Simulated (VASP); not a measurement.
A run of VASP 6.6.1:

File INCAR:

```
SYSTEM = BeTeSe3
  PREC = Accurate
  ENCUT = 520
  EDIFF = 1E-6
  ISMEAR = -1
  SIGMA = 0.03
  LREAL = .FALSE.
  LASPH = .TRUE.
  NELM = 60
  ALGO = Normal
  ISIF = 2
  LWAVE = .FALSE.
  LCHARG = .FALSE.
  GGA = PS
  NBANDS = 21
```

File KPOINTS:

```
Automatic mesh
0
G
  4 4 4
  0 0 0
```

File POSCAR:

```
BeTeSe3
1.0
    5.2629332759      0.0000000000      0.0000000000
    0.0000000000      5.2629332759      0.0000000000
    0.0000000000      0.0000000000      5.2629332759
Be Te Se
1 1 3
Direct
    0.0000000000      0.0000000000      0.0000000000
    0.5000000000      0.5000000000      0.5000000000
    0.0000000000      0.5000000000      0.5000000000
    0.5000000000      0.0000000000      0.5000000000
    0.5000000000      0.5000000000      0.0000000000
```

Potentials or basis: VASP PAW PBE potentials, release 64 (Be, Te, Se).

The run is started by

```bash
$ cat potpaw_PBE.64/Be/POTCAR potpaw_PBE.64/Te/POTCAR potpaw_PBE.64/Se/POTCAR > POTCAR
$ mpirun -np 1 vasp_std > vasp.out
```

Hardware: 1 thread of Intel(R) Xeon(R) 6975P-C (Granite Rapids), with other jobs on the host.

How long does it take, and how much memory?

Run time: 15 s on 1 thread of Intel(R) Xeon(R) 6975P-C (Granite Rapids), with other jobs on the host, peak memory 0.25 GiB. Counts: scf iterations 14, k points 10.
